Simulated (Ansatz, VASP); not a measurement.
**NaCuP in VASP and in Ansatz**

```
Na Cu P
1.0
     4.22315    0.00000    0.00000
    -2.11157    3.65735    0.00000
     0.00000    0.00000    6.78058
Na Cu P
2 2 2
Direct
  0.00000 0.00000 0.50000
  0.00000 0.00000 0.00000
  0.66667 0.33333 0.25000
  0.33333 0.66667 0.75000
  0.66667 0.33333 0.75000
  0.33333 0.66667 0.25000
```

Change from the starting cell: species swapped into the ErCuSn type (P6_3/mmc, No. 194).

Alike in both runs: task single point; functional PBE; k mesh 6 × 6 × 4; occupations gaussian, width 0.1 eV; no spin polarisation.

|  | VASP | Ansatz |
| --- | --- | --- |
| version | VASP 6.6.1 | Ansatz 0.2.0 |
| potentials or method | VASP PAW PBE potentials, release 64 (Na_pv, Cu, P), cutoff 520 eV | scalar-relativistic, plane waves, PAW |
| valence electrons in the cell | 46 | 66 |

Ansatz gave:

| Item | Value |
| --- | --- |
| gap on the k mesh at the Fermi level (eV) | none |
| pressure (GPa) | -3.4 |
| traceless stress, the component that is largest in VASP (GPa) | 4.88 |

Question: Estimate VASP's values.

Answer: gap on the k mesh at the Fermi level (eV): none; pressure (GPa): -3.2; traceless stress, the component that is largest in VASP (GPa): 4.73.

A gap of «none» marks a metal or a gap that the smearing closes. VASP's potentials hold 46 valence electrons a cell and Ansatz's 66, so a difference there can come from the potentials and not from the codes.
